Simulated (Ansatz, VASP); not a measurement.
Two plane-wave programs on Ag

```
Ag
1.0
     0.00000    2.00116    2.00116
     2.00116    0.00000    2.00116
     2.00116    2.00116    0.00000
Ag
1
Direct
  0.00000 0.00000 0.00000
```

Alike in both runs: functional LDA; k mesh 18 × 18 × 18; occupations gaussian, width 0.1 eV; no spin polarisation.

Ansatz relaxed the structure, and its values are those at the end. VASP's run is a single point on that final structure, the one shown.

```csv
,VASP,Ansatz
version,VASP 6.6.1,Ansatz 0.2.0
potentials or method,"VASP PAW LDA potentials, release 64 (Ag), cutoff 500 eV","scalar-relativistic, plane waves, PAW"
valence electrons in the cell,11,19
```

```csv
,VASP,Ansatz,Ansatz less VASP
gap on the k mesh at the Fermi level (eV),none,none,-
pressure (GPa),0.1,0.0,-0.13
```

Ansatz warns that its potentials were made for another functional, while VASP's fit it. LDA's correlation is that of Perdew and Zunger in VASP and of Perdew and Wang (1992) in Ansatz. A gap of «none» marks a metal or a gap that the smearing closes. VASP's potentials hold 11 valence electrons a cell and Ansatz's 19, so a difference there can come from the potentials and not from the codes.
